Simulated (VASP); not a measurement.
# TaSb (Fm-3m) in VASP: a series of runs, part 3 of 3

VASP 6.6.1. The steps go on from the part before.

### 5 Relaxation of cell and atoms, PBEsol

Input file INCAR:

```
SYSTEM = TaSb
PREC = Accurate
ENCUT = 600
EDIFF = 1E-6
ISMEAR = -1
SIGMA = 0.15
LREAL = .FALSE.
LASPH = .TRUE.
NELM = 80
ALGO = Normal
ISIF = 3
LWAVE = .FALSE.
LCHARG = .FALSE.
GGA = PS
IBRION = 2
NSW = 80
EDIFFG = -0.001
```

Input file KPOINTS:

```
Automatic mesh
0
G
  14 14 14
  0 0 0
```

Input file POSCAR:

```
TaSb
1.0
    0.0000000000      2.7910023015      2.7910023015
    2.7910023015      0.0000000000      2.7910023015
    2.7910023015      2.7910023015      0.0000000000
Ta Sb
1 1
Direct
    0.5000000000      0.5000000000      0.5000000000
    0.0000000000      0.0000000000      0.0000000000
```

Run with:

```bash
> cat potpaw_PBE.64/Ta_pv/POTCAR potpaw_PBE.64/Sb/POTCAR > POTCAR
> mpirun -np 1 vasp_std > vasp.out
```

It took 2 min on 1 thread of Intel Xeon 8259CL, shared host; peak memory 0.24 GiB.

It converged, with:

```yaml
Free_energy: -15.9970 eV
Relaxed_volume: 21.87 Å³/atom
Relaxed_cell: a = 3.955 Å, b = 3.955 Å, c = 3.955 Å, α = 60.00°, β = 60.00°, γ = 60.00°
Space_group_after_relaxing_to_0.1_Å: Fm-3m (No. 225)
Energy_gained_by_relaxing: 0.3 meV/atom
Ionic_steps: 3
Pressure_after_relaxing: 0.0 GPa
Band_gap_on_the_k_mesh: zero (bands 8 and 9 overlap by 1.49 eV)
```

Step by step:
```csv
step,energy change (eV),largest force (eV/Å),pressure (GPa),volume (Å³)
1,0.0000,0.0000,0.73,43.48
2,0.0007,0.0000,-1.07,44.11
3,-0.0006,0.0000,0.00,43.73
```

Final structure:
```
Ta Sb
1.0
     0.00000    2.79630    2.79630
     2.79630    0.00000    2.79630
     2.79630    2.79630    0.00000
Ta Sb
1 1
Direct
  0.50000 0.50000 0.50000
  0.00000 0.00000 0.00000
```

Levels at points of the mesh, in eV from the Fermi level:
| k point | band 4 | band 5 | band 6 | band 7 | band 8 | band 9 | band 10 | band 11 | band 12 |
| --- | --- | --- | --- | --- | --- | --- | --- | --- | --- |
| (0.00, 0.00, 0.00) | -12.63 | -1.25 | -1.25 | -1.25 | -0.60 | -0.60 | 0.53 | 0.53 | 0.53 |
| (0.50, 0.00, 0.00) | -9.95 | -7.12 | -3.83 | -3.83 | 0.56 | 0.56 | 0.79 | 3.12 | 5.57 |
| (0.50, 0.50, 0.00) | -10.45 | -5.01 | -2.87 | -1.90 | -1.90 | 0.26 | 0.33 | 1.28 | 1.28 |

Caveat: the PAW data sets were made with another functional, which shifts forces and pressure a little; spin-orbit coupling is left out, which moves the levels of the heavy elements.

### 6 Relaxation of cell and atoms, PBEsol

This run uses another cell than the first one, of 21.80 Å³/atom.

Input file INCAR:

```
PREC     = Accurate       # precision mode
ENCUT    = 600            # plane-wave cutoff, eV
EDIFF    = 1E-7           # SCF threshold, eV
ISMEAR   = 0              # smearing method
SIGMA    = 0.1            # smearing width, eV
LREAL    = False          # projectors in reciprocal space
LASPH    = True           # aspherical terms in the spheres
NELM     = 100            # most SCF steps
ALGO     = Normal         # electronic algorithm
ISIF     = 3              # what is computed and relaxed
LWAVE    = False          # write WAVECAR
LCHARG   = False          # write CHGCAR
GGA      = PS             # functional
IBRION   = 2              # ionic algorithm
NSW      = 100            # ionic steps
EDIFFG   = -0.005         # ionic threshold
```

Input file KPOINTS:

```
Automatic mesh
0
Gamma
  14 14 14
```

Input file POSCAR:

```
TaSb
1.0
    0.0000000000      2.7936899627      2.7936899627
    2.7936899627      0.0000000000      2.7936899627
    2.7936899627      2.7936899627      0.0000000000
Ta Sb
1 1
Direct
    0.5000000000      0.5000000000      0.5000000000
    0.0000000000      0.0000000000      0.0000000000
```

Potentials or basis: VASP PAW PBE potentials, release 64 (Ta_pv, Sb).

Run with:

```bash
> cat potpaw_PBE.64/Ta_pv/POTCAR potpaw_PBE.64/Sb/POTCAR > POTCAR
> mpirun -np 1 vasp_std > vasp.out
```

OUTCAR:

```text
PREC = Accurate
   ENCUT = 600
   EDIFF = 1E-7
   ISMEAR = 0
   LREAL = False
   LASPH = True
   NELM = 100
   ISIF = 3
   GGA = PS
   IBRION = 2
   NSW = 100
   EDIFFG = -0.005

 ion  position               nearest neighbor table
   1  0.500  0.500  0.500-   2 2.79   2 2.79   2 2.79   2 2.79   2 2.79   2 2.79
   2  0.000  0.000  0.000-   1 2.79   1 2.79   1 2.79   1 2.79   1 2.79   1 2.79

  LATTYP: Found a face centered cubic cell.
 ALAT       =     5.5873799254

  Lattice vectors:

 A1 = (   0.0000000000,   2.7936899627,   2.7936899627)
 A2 = (   2.7936899627,   0.0000000000,   2.7936899627)
 A3 = (   2.7936899627,   2.7936899627,   0.0000000000)

Analysis of symmetry for initial positions (statically):
=====================================================================
 Subroutine PRICEL returns:
 Original cell was already a primitive cell.

 Routine SETGRP: Setting up the symmetry group for a
 face centered cubic supercell.

 Subroutine GETGRP returns: Found 48 space group operations
 (whereof 48 operations were pure point group operations)
 out of a pool of 48 trial point group operations.

The static configuration has the point symmetry O_h .

Analysis of symmetry for dynamics (positions and initial velocities):
=====================================================================
 Subroutine PRICEL returns:
 Original cell was already a primitive cell.

 Routine SETGRP: Setting up the symmetry group for a
 face centered cubic supercell.

 Subroutine GETGRP returns: Found 48 space group operations
 (whereof 48 operations were pure point group operations)
 out of a pool of 48 trial point group operations.

The dynamic configuration has the point symmetry O_h .

 Subroutine INISYM returns: Found 48 space group operations
 (whereof 48 operations are pure point group operations),
 and found     1 'primitive' translations

----------------------------------------------------------------------------------------

[... 135 lines left out ...]
 Free energy of the ion-electron system (eV)
  ---------------------------------------------------
  ext. energy  EPLUGINS =         0.00000000
  ---------------------------------------------------
  free energy    TOTEN  =       -15.93312082 eV

  energy without entropy =      -15.92589869  energy(sigma->0) =      -15.92950976

------------------------ aborting loop because EDIFF is reached ----------------------------------------

  FORCE on cell =-STRESS in cart. coord.  units (eV):
  Direction    XX          YY          ZZ          XY          YZ          ZX
  --------------------------------------------------------------------------------------
  -------------------------------------------------------------------------------------
  Total       -0.0244404     -0.0244404     -0.0244404     -0.0000000     -0.0000000      0.0000000
  in kB       -0.8979542     -0.8979542     -0.8979542     -0.0000000     -0.0000000      0.0000000
  external PRESSURE =      -0.8979542 kB  Pullay stress =       0.0000000 kB
[... 59 lines left out ...]
--------------------------------------- Ionic step        3  -------------------------------------------

 number of electron      16.0000001 magnetization

 Free energy of the ion-electron system (eV)
  ---------------------------------------------------
  ext. energy  EPLUGINS =         0.00000000
  ---------------------------------------------------
  free energy    TOTEN  =       -15.93313031 eV

  energy without entropy =      -15.92591504  energy(sigma->0) =      -15.92952267

 E-fermi :   8.2210     XC(G=0): -11.4145

 val. band max:        8.2047974197   @ k =  -0.2857   0.0714   0.0000
 cond. band min:       8.2571380526   @ k =   0.4286   0.0714   0.0000
 fundamental gap:      0.0523406328
 Fermi energy:         8.2209877527

 k-point     1 :       0.0000    0.0000    0.0000
  band No.  band energies     occupation
      1     -27.1259      2.00000
      2     -27.1259      2.00000
      3     -27.1259      2.00000
      4      -4.4626      2.00000
      5       6.9309      2.00000
      6       6.9309      2.00000
      7       6.9309      2.00000
      8       7.5793      2.00000
      9       7.5793      2.00000
     10       8.7331      0.00000
     11       8.7331      0.00000
     12       8.7331      0.00000
[... 331 lines left out ...]
 k-point    24 :       0.2857    0.1429    0.0000
  band No.  band energies     occupation
      1     -27.1557      2.00000
      2     -27.1329      2.00000
      3     -27.1299      2.00000
      4      -3.3777      2.00000
      5       3.7584      2.00000
      6       5.1927      2.00000
      7       5.6751      2.00000
      8       7.0479      2.00000
      9       8.1099      1.88378
     10       9.1003      0.00000
     11      10.6670      0.00000
     12      11.9942      0.00000

 [... further k-points ...]

------------------------ aborting loop because EDIFF is reached ----------------------------------------

  FORCE on cell =-STRESS in cart. coord.  units (eV):
  Direction    XX          YY          ZZ          XY          YZ          ZX
  --------------------------------------------------------------------------------------
  -------------------------------------------------------------------------------------
  Total        0.0032042      0.0032042      0.0032042      0.0000000      0.0000000      0.0000000
  in kB        0.1178117      0.1178117      0.1178117      0.0000000      0.0000000      0.0000000
  external PRESSURE =       0.1178117 kB  Pullay stress =       0.0000000 kB
[... 17 lines left out ...]
  FREE ENERGIE OF THE ION-ELECTRON SYSTEM (eV)
  ---------------------------------------------------
  free  energy   TOTEN  =       -15.9331303135 eV

  energy  without entropy=      -15.9259150351  energy(sigma->0) =      -15.92952267

 reached required accuracy - stopping structural energy minimisation
```

OSZICAR:

```text
N       E                     dE             d eps       ncg     rms          rms(c)
DAV:   1     0.907072563250E+02    0.90707E+02   -0.86728E+03  2496   0.133E+03
DAV:   2    -0.134083489145E+02   -0.10412E+03   -0.10003E+03  3016   0.294E+02
DAV:   3    -0.166373338457E+02   -0.32290E+01   -0.30603E+01  3116   0.458E+01
DAV:   4    -0.166961174482E+02   -0.58784E-01   -0.58439E-01  2740   0.628E+00
[... 20 lines left out ...]
DAV:   1    -0.159332195961E+02   -0.10872E-03   -0.24846E-03  2612   0.586E-01    0.696E-02
DAV:   2    -0.159331430232E+02    0.76573E-04   -0.17223E-04  2596   0.129E-01    0.197E-02
DAV:   3    -0.159331323910E+02    0.10632E-04   -0.17761E-05  2944   0.398E-02    0.692E-03
DAV:   4    -0.159331303867E+02    0.20043E-05   -0.50319E-06  2792   0.190E-02    0.304E-03
DAV:   5    -0.159331303135E+02    0.73230E-07   -0.10564E-07  1928   0.322E-03
   3 F= -.15933130E+02 E0= -.15929523E+02  d E =-.949209E-05
```

It took 1.9 min on 1 thread of Intel Xeon 8259CL, shared host; peak memory 0.24 GiB.

Results:

| Item | Value |
| --- | --- |
| Free energy | -15.9331 eV |
| Relaxed volume | 21.79 Å³/atom |
| Relaxed cell | a = 3.950 Å, b = 3.950 Å, c = 3.950 Å, α = 60.00°, β = 60.00°, γ = 60.00° |
| Space group after relaxing (to 0.1 Å) | Fm-3m (No. 225) |
| Energy gained by relaxing | 0.0 meV/atom |
| Ionic steps | 3 |
| Pressure after relaxing | 0.0 GPa |
| Band gap on the k mesh | zero (bands 8 and 9 overlap by 1.50 eV) |

Final structure:
```
Ta Sb
1.0
     0.00000    2.79300    2.79300
     2.79300    0.00000    2.79300
     2.79300    2.79300    0.00000
Ta Sb
1 1
Direct
  0.50000 0.50000 0.50000
  0.00000 0.00000 0.00000
```

Caveat: the PAW data sets were made with another functional, which shifts forces and pressure a little; spin-orbit coupling is left out, which moves the levels of the heavy elements.

### 7 The runs side by side

```csv
task,cell,cutoff (eV),smearing,gap on the mesh (eV),pressure (GPa),relaxed volume (Å³/atom)
single point,"a = 3.947 Å, angles 60.0°, 2 atoms",520,gaussian 0.1 eV,none,0.3,-
single point,"a = 3.952 Å, angles 60.0°, 2 atoms",520,fermi-dirac 0.15 eV,none,0.3,-
relaxation of cell and atoms,"relaxed from a = 3.947 Å, angles 60.0°, 2 atoms",600,fermi-dirac 0.15 eV,none,0.0,21.87
relaxation of cell and atoms,"relaxed from a = 3.951 Å, angles 60.0°, 2 atoms",600,gaussian 0.1 eV,none,0.0,21.79
```

Alike in all rows: level PBEsol; potentials or basis VASP PAW PBE potentials, release 64 (Ta_pv, Sb); no spin polarisation; k mesh 14 × 14 × 14.

Caveats: the PAW data sets were made with another functional, which shifts forces and pressure a little; spin-orbit coupling is left out, which moves the levels of the heavy elements.

Total energies depend on the potentials used, so only differences within one code and one set of settings carry meaning.
